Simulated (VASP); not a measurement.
# CaS (Oldhamite) (Fm-3m) in VASP: further runs

The runs below take CaS (Oldhamite) through single point, with RPBE.

Program: VASP 6.6.1. These are calculated values, not measurements. Logs are shortened: lines on timing, memory, paths and dates and some standing lists are left out, and cuts for length are marked.

**1. The cell of the first run**

Symmetry: Fm-3m, No. 225, cubic system. Conventional cell: a = 5.570 Å, b = 5.570 Å, c = 5.570 Å, α = 90.00°, β = 90.00°, γ = 90.00°. Within 3.7 Å of Ca (site symmetry m-3m) lie 6 S at 2.78 Å. S (site symmetry m-3m) has 6 Ca at 2.78 Å within 3.7 Å.

**2. Single point, RPBE**

Input file INCAR:

```
SYSTEM = CaS
PREC = Accurate
ENCUT = 500
EDIFF = 1E-6
ISMEAR = 0
SIGMA = 0.01
LREAL = .False.
LASPH = .True.
NELM = 120
ALGO = Normal
ISIF = 2
LWAVE = .False.
LCHARG = .False.
GGA = RP
NBANDS = 15
GGA_COMPAT = .False.
```

Input file KPOINTS:

```
regular mesh
0
Gamma
  5 5 5
  0 0 0
```

Input file POSCAR:

```
CaS
1.0
    0.0000000000      2.7849633071      2.7849633071
    2.7849633071      0.0000000000      2.7849633071
    2.7849633071      2.7849633071      0.0000000000
Ca S
1 1
Direct
    0.0000000000      0.0000000000      0.0000000000
    0.5000000000      0.5000000000      0.5000000000
```

Potentials or basis: VASP PAW PBE potentials, release 64 (Ca_sv, S).

Started as:

```bash
> cat potpaw_PBE.64/Ca_sv/POTCAR potpaw_PBE.64/S/POTCAR > POTCAR
> mpirun -np 1 vasp_std > vasp.out
```

OUTCAR:

```text
SYSTEM = CaS
   PREC = Accurate
   ENCUT = 500
   EDIFF = 1E-6
   ISMEAR = 0
   LREAL = .False.
   LASPH = .True.
   NELM = 120
   ISIF = 2
   GGA = RP

 ion  position               nearest neighbor table
   1  0.000  0.000  0.000-   2 2.78   2 2.78   2 2.78   2 2.78   2 2.78   2 2.78
   2  0.500  0.500  0.500-   1 2.78   1 2.78   1 2.78   1 2.78   1 2.78   1 2.78

  LATTYP: Found a face centered cubic cell.
 ALAT       =     5.5699266142

  Lattice vectors:

 A1 = (   0.0000000000,   2.7849633071,   2.7849633071)
 A2 = (   2.7849633071,   0.0000000000,   2.7849633071)
 A3 = (   2.7849633071,   2.7849633071,   0.0000000000)

Analysis of symmetry for initial positions (statically):
=====================================================================
 Subroutine PRICEL returns:
 Original cell was already a primitive cell.

 Routine SETGRP: Setting up the symmetry group for a
 face centered cubic supercell.

 Subroutine GETGRP returns: Found 48 space group operations
 (whereof 48 operations were pure point group operations)
 out of a pool of 48 trial point group operations.

The static configuration has the point symmetry O_h .

Analysis of symmetry for dynamics (positions and initial velocities):
=====================================================================
 Subroutine PRICEL returns:
 Original cell was already a primitive cell.

 Routine SETGRP: Setting up the symmetry group for a
 face centered cubic supercell.

 Subroutine GETGRP returns: Found 48 space group operations
 (whereof 48 operations were pure point group operations)
 out of a pool of 48 trial point group operations.

The dynamic configuration has the point symmetry O_h .

 Subroutine INISYM returns: Found 48 space group operations
 (whereof 48 operations are pure point group operations),
 and found     1 'primitive' translations

----------------------------------------------------------------------------------------

                                     Primitive cell

  volume of cell :      43.2005

  direct lattice vectors                    reciprocal lattice vectors
     0.000000000  2.784963307  2.784963307    -0.179535579  0.179535579  0.179535579
     2.784963307  0.000000000  2.784963307     0.179535579 -0.179535579  0.179535579
     2.784963307  2.784963307  0.000000000     0.179535579  0.179535579 -0.179535579

  length of vectors
     3.938532880  3.938532880  3.938532880     0.310964745  0.310964745  0.310964745

  position of ions in fractional coordinates (direct lattice)
     0.000000000  0.000000000  0.000000000
     0.500000000  0.500000000  0.500000000

  ion indices of the primitive-cell ions
   primitive index   ion index
                 1           1
                 2           2

----------------------------------------------------------------------------------------

 KPOINTS: regular mesh

Automatic generation of k-mesh.
 Grid dimensions read from file:
 generate k-points for:    5    5    5

 Generating k-lattice:

  Cartesian coordinates                     Fractional coordinates (reciprocal lattice)
    -0.035907116  0.035907116  0.035907116     0.200000000  0.000000000  0.000000000
     0.035907116 -0.035907116  0.035907116     0.000000000  0.200000000  0.000000000
     0.035907116  0.035907116 -0.035907116     0.000000000  0.000000000  0.200000000

  Length of vectors
     0.062192949  0.062192949  0.062192949

  Shift w.r.t. Gamma in fractional coordinates (k-lattice)
     0.000000000  0.000000000  0.000000000

 Subroutine IBZKPT returns following result:
 ===========================================

 Found     10 irreducible k-points:

 Following reciprocal coordinates:
            Coordinates               Weight
  0.000000  0.000000  0.000000      1.000000
  0.200000  0.000000  0.000000      8.000000
  0.400000  0.000000  0.000000      8.000000
  0.200000  0.200000  0.000000      6.000000
  0.400000  0.200000  0.000000     24.000000
 -0.400000  0.200000  0.000000     24.000000
 -0.200000  0.200000  0.000000     12.000000
  0.400000  0.400000  0.000000      6.000000
 -0.400000  0.400000  0.000000     12.000000
 -0.400000  0.400000  0.200000     24.000000
   k-points           NKPTS =     10   k-points in BZ     NKDIM =     10   number of bands    NBANDS=     15
   number of dos      NEDOS =    301   number of ions     NIONS =      2
   total plane-waves  NPLWV =  27000
   dimension x,y,z NGX =    30 NGY =   30 NGZ =   30
   dimension x,y,z NGXF=    60 NGYF=   60 NGZF=   60
   ions per type =               1   1
   NGX,Y,Z   is equivalent  to a cutoff of  12.66, 12.66, 12.66 a.u.
   NGXF,Y,Z  is equivalent  to a cutoff of  25.33, 25.33, 25.33 a.u.
 SYSTEM =  CaS
   PREC   = accura    normal or accurate (medium, high low for compatibility)
   ISTART =      0    job   : 0-new  1-cont  2-samecut
   ICHARG =      2    charge: 1-file 2-atom 10-const
   ISPIN  =      1    spin polarized calculation?
   LNONCOLLINEAR =      F non collinear calculations
   LSORBIT =      F    spin-orbit coupling
   LASPH  =      T    aspherical Exc in radial PAW
   ENCUT  =  500.0 eV  36.75 Ry    6.06 a.u.   7.18  7.18  7.18*2*pi/ulx,y,z
   NELM   =    120;   NELMIN=  2; NELMDL= -5     # of ELM steps
   EDIFF  = 0.1E-05   stopping-criterion for ELM
   LREAL  =      F    real-space projection
   EDIFFG = 0.1E-04   stopping-criterion for IOM
   NSW    =      0    number of steps for IOM
   IBRION =     -1    ionic relax: 0-MD 1-quasi-New 2-CG
   NFREE  =      0    steps in history (QN), initial steepest desc. (CG)
   ISIF   =      2    stress and relaxation
   ISYM   =      2    0-nonsym 1-usesym 2-fastsym
   POTIM  = 0.5000    time-step for ionic-motion
   TEBEG  =    0.0;   TEEND  =   0.0 temperature during run
   PSTRESS=    0.0 pullay stress
   NELECT =      16.0000    total number of electrons
   NUPDOWN=      -1.0000    fix difference up-down
   EMIN   =  10.00;   EMAX   =-10.00  energy-range for DOS
   EFERMI =   0.00;   METHOD = LEGACY
   ISMEAR =     0;   SIGMA  =   0.01  broadening in eV -4-tet -1-fermi 0-gaus
   EFERMI_NEDOS =   21; number of points for ismear=-14 and -15
   IALGO  =     38    algorithm
   IMIX   =      4    mixing-type and parameters
     AMIX     =   0.40;   BMIX     =  1.00
     AMIX_MAG =   1.60;   BMIX_MAG =  1.00
  volume/ion in A,a.u.               =      21.60       145.77
  Fermi-wavevector in a.u.,A,eV,Ry     =   1.175670  2.221694 18.805964  1.382199
  Thomas-Fermi vector in A             =   2.312047
   LORBIT       =      0    0 simple, 1 ext, 2 COOP (PROOUT), +10 PAW based schemes
   GGA     = RP    functional components
   LHFCALC =     F    Hartree Fock is set to
   AEXX    =    0.0000 exact exchange contribution
   IVDW    =     0    specifies the selected vdW correction
   LEPSILON=     F    determine dielectric tensor
   LRPA    =     F    only Hartree local field effects (RPA)
 non-spin polarized calculation
 Gauss-broadening in eV      SIGMA  =   0.01
  energy-cutoff  :      500.00
  volume of cell :       43.20
 maximum number of plane-waves:      1105
 NGX is ok and might be reduce to    30
   NGX = 15   NGY = 15   NGZ = 15

 number of electron      15.9999997 magnetization

 Free energy of the ion-electron system (eV)
  ---------------------------------------------------
  ext. energy  EPLUGINS =         0.00000000
  ---------------------------------------------------
  free energy    TOTEN  =        -9.67180433 eV

  energy without entropy =       -9.67180433  energy(sigma->0) =       -9.67180433

 E-fermi :   3.4508     XC(G=0):  -9.4102

 val. band max:        3.3228249143   @ k =   0.0000   0.0000   0.0000
 cond. band min:       5.7670123039   @ k =   0.4000   0.4000   0.0000
 fundamental gap:      2.4441873896
 Fermi energy:         3.4507760904

 k-point     1 :       0.0000    0.0000    0.0000
  band No.  band energies     occupation
      1     -35.7620      2.00000
      2     -16.6887      2.00000
      3     -16.6887      2.00000
      4     -16.6887      2.00000
      5      -8.2159      2.00000
      6       3.3228      2.00000
      7       3.3228      2.00000
      8       3.3228      2.00000
      9       7.5624      0.00000
     10       7.5624      0.00000
     11       7.5624      0.00000
     12       8.0861      0.00000
     13       8.1730      0.00000
     14       8.1730      0.00000
     15      14.4971      0.00000

 k-point     2 :       0.2000    0.0000    0.0000
  band No.  band energies     occupation
      1     -35.7565      2.00000
      2     -16.7673      2.00000
      3     -16.6944      2.00000
      4     -16.6944      2.00000
      5      -7.9131      2.00000
      6       1.9016      2.00000
      7       2.7747      2.00000
      8       2.7747      2.00000
      9       7.6791      0.00000
     10       8.1501      0.00000
     11       8.1501      0.00000
     12       9.2550      0.00000
     13       9.2550      0.00000
     14       9.6612      0.00000
     15      14.4375      0.00000

 k-point     3 :       0.4000    0.0000    0.0000
  band No.  band energies     occupation
      1     -35.7477      2.00000
      2     -16.8891      2.00000
      3     -16.7034      2.00000
      4     -16.7034      2.00000
      5      -7.3667      2.00000
      6       0.2857      2.00000
      7       2.1316      2.00000
      8       2.1316      2.00000
      9       8.3797      0.00000
     10       9.4531      0.00000
     11       9.4531      0.00000
     12      10.1929      0.00000
     13      11.2704      0.00000
     14      11.2704      0.00000
     15      13.2770      0.00000
[... 91 lines left out ...]
 k-point     9 :      -0.4000    0.4000    0.0000
  band No.  band energies     occupation
      1     -35.7415      2.00000
      2     -16.8288      2.00000
      3     -16.7876      2.00000
      4     -16.7401      2.00000
      5      -7.4313      2.00000
      6       1.0951      2.00000
      7       1.6292      2.00000
      8       2.2920      2.00000
      9       6.6336      0.00000
     10       9.8159      0.00000
     11      10.1239      0.00000
     12      10.1717      0.00000
     13      10.1973      0.00000
     14      10.9548      0.00000
     15      13.7148      0.00000

 k-point    10 :      -0.4000    0.4000    0.2000
  band No.  band energies     occupation
      1     -35.7425      2.00000
      2     -16.8308      2.00000
      3     -16.7771      2.00000
      4     -16.7417      2.00000
      5      -7.3872      2.00000
      6       0.9593      2.00000
      7       1.7351      2.00000
      8       1.9324      2.00000
      9       7.6438      0.00000
     10       9.1593      0.00000
     11       9.5595      0.00000
     12      10.3114      0.00000
     13      10.6059      0.00000
     14      12.2006      0.00000
     15      13.1637      0.00000

------------------------ aborting loop because EDIFF is reached ----------------------------------------

  FORCE on cell =-STRESS in cart. coord.  units (eV):
  Direction    XX          YY          ZZ          XY          YZ          ZX
  --------------------------------------------------------------------------------------
  -------------------------------------------------------------------------------------
  Total        2.0760615      2.0760615      2.0760615      0.0000000      0.0000000      0.0000000
  in kB       76.9949740     76.9949740     76.9949740      0.0000000      0.0000000      0.0000000
  external PRESSURE =      76.9949740 kB  Pullay stress =       0.0000000 kB

 VOLUME and BASIS-vectors are now :
 -----------------------------------------------------------------------------
  energy-cutoff  :      500.00
  volume of cell :       43.20
      direct lattice vectors                 reciprocal lattice vectors
     0.000000000  2.784963307  2.784963307    -0.179535579  0.179535579  0.179535579
     2.784963307  0.000000000  2.784963307     0.179535579 -0.179535579  0.179535579
     2.784963307  2.784963307  0.000000000     0.179535579  0.179535579 -0.179535579

 POSITION                                       TOTAL-FORCE (eV/Angst)
 -----------------------------------------------------------------------------------
      0.00000      0.00000      0.00000         0.000000      0.000000      0.000000
      2.78496      2.78496      2.78496        -0.000000      0.000000     -0.000000
 -----------------------------------------------------------------------------------
    total drift:                               -0.000000      0.000000      0.000000

  FREE ENERGIE OF THE ION-ELECTRON SYSTEM (eV)
  ---------------------------------------------------
  free  energy   TOTEN  =        -9.6718043256 eV

  energy  without entropy=       -9.6718043256  energy(sigma->0) =       -9.67180433
```

Run time: 9.4 s. Hardware: 1 thread of Intel Xeon Platinum 8488C (Sapphire Rapids), shared host; peak memory 0.16 GiB.

What came out:

| Quantity | Value |
| --- | --- |
| Free energy | -9.6718 eV |
| Pressure | 7.7 GPa |
| Band gap on the k mesh | 2.44 eV, indirect (least direct gap 3.25 eV) |

Levels at points of the mesh, in eV from the valence-band top:
```tsv
k point	band 5	band 6	band 7	band 8	band 9	band 10	band 11	band 12
(0.00, 0.00, 0.00)	-11.54	0.00	0.00	0.00	4.24	4.24	4.24	4.76
```

Caveat: the PAW data sets were made with another functional, which shifts forces and pressure a little. A k mesh can miss the band edges.

**3. Single point, RPBE**

This run uses another cell than the first one, of 22.06 Å³/atom, 1.021 times its volume.

Input file INCAR:

```
SYSTEM = CaS
PREC = Accurate
ENCUT = 500
EDIFF = 1E-6
ISMEAR = 0
SIGMA = 0.01
LREAL = .FALSE.
LASPH = .TRUE.
NELM = 120
ALGO = Normal
ISIF = 2
LWAVE = .FALSE.
LCHARG = .FALSE.
GGA = RP
NBANDS = 15
GGA_COMPAT = .FALSE.
```

Input file KPOINTS:

```
Automatic mesh
0
G
  5 5 5
  0 0 0
```

Input file POSCAR:

```
CaS
1.0
    0.0000000000      2.8045763709      2.8045763709
    2.8045763709      0.0000000000      2.8045763709
    2.8045763709      2.8045763709      0.0000000000
Ca S
1 1
Direct
    0.0000000000      0.0000000000      0.0000000000
    0.5000000000      0.5000000000      0.5000000000
```

Potentials or basis: VASP PAW PBE potentials, release 64 (Ca_sv, S).

Started as:

```bash
> cat potpaw_PBE.64/Ca_sv/POTCAR potpaw_PBE.64/S/POTCAR > POTCAR
> mpirun -np 1 vasp_std > vasp.out
```

Wall time 8.9 s (1 thread of Intel Xeon Platinum 8488C (Sapphire Rapids), shared host); peak memory 0.16 GiB.

It converged, with:

```yaml
Free_energy: -9.7116 eV
Pressure: 6.0 GPa
Band_gap_on_the_k_mesh: 2.50 eV, indirect (least direct gap 3.29 eV)
```

Levels at points of the mesh, in eV from the valence-band top:
```csv
k point,band 6,band 7,band 8,band 9,band 10,band 11
"(0.00, 0.00, 0.00)",0.00,0.00,0.00,4.25,4.25,4.25
```

Caveat: the PAW data sets were made with another functional, which shifts forces and pressure a little.
